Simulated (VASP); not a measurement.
Wanted: the native input for a VASP 6.6.1 run.

| Item | Value |
| --- | --- |
| Task | relaxation of cell and atoms |
| Functional | PBEsol |
| Potentials or basis | VASP PAW PBE potentials, release 64 (Zn, B, F) |
| Cutoff | 600 eV |
| k mesh | 6 × 6 × 4 |
| Occupations | fermi-dirac, width 0.03 eV |
| Spin | no spin polarisation |
| Dipole correction | no |
| Further INCAR settings | ALGO = Normal; EDIFF = 1e-07; IBRION = 2; EDIFFG = -0.01; NSW = 100; ISIF = 3 |

The structure of ZnBF5 lies in POSCAR:

```
ZnBF5
1.0
    3.5262830900      0.0000000000      0.0000000000
    0.0000000000      3.5262830900      0.0000000000
    0.0000000000      0.0000000000      6.2430096100
Zn B F
1 1 5
Direct
    0.5000000000      0.5000000000      0.0000000000
    0.0000000000      0.0000000000      0.5000000000
    0.0000000000      0.5000000000      0.2963546500
    0.0000000000      0.5000000000      0.7036453500
    0.5000000000      0.0000000000      0.2963546500
    0.5000000000      0.0000000000      0.7036453500
    0.0000000000      0.0000000000      0.0000000000
```

The input as run:

INCAR

```
PREC = Accurate ; ENCUT = 600
EDIFF = 1E-7 ; ISMEAR = -1
SIGMA = 0.03 ; LREAL = F
LASPH = T ; NELM = 80
ALGO = Normal ; ISIF = 3
LWAVE = F ; LCHARG = F
GGA = PS ; IBRION = 2
NSW = 100 ; EDIFFG = -0.01
```

KPOINTS

```
regular mesh
0
Gamma
  6 6 4
```

Potentials or basis: VASP PAW PBE potentials, release 64 (Zn, B, F).

Launch:

```bash
$ cat potpaw_PBE.64/Zn/POTCAR potpaw_PBE.64/B/POTCAR potpaw_PBE.64/F/POTCAR > POTCAR
$ mpirun -np 1 vasp_std > vasp.out
```

It gave:

| Item | Value |
| --- | --- |
| Relaxed volume | 8.18 Å³/atom |
| Relaxed cell | a = 3.110 Å, b = 3.110 Å, c = 5.917 Å, α = 90.00°, β = 90.00°, γ = 90.00° |
| Space group after relaxing (to 0.1 Å) | P4/mmm (No. 123) |
| Energy gained by relaxing | 442.8 meV/atom |
| Ionic steps | 7 |
| Pressure after relaxing | 0.0 GPa |
| Largest force after relaxing | 0.007 eV/Å |
| Band gap on the k mesh | 0.95 eV (least direct gap 1.77 eV) |

Caveat: the volume moved by over 15 % at a fixed basis, so the end points are rough; the PAW data sets were made with another functional, which shifts forces and pressure a little.

Run time: 6.5 min on 1 thread of Intel(R) Xeon(R) Platinum 8259CL CPU @ 2.50GHz (Skylake/Cascade Lake), with other jobs on the host, peak memory 0.25 GiB.
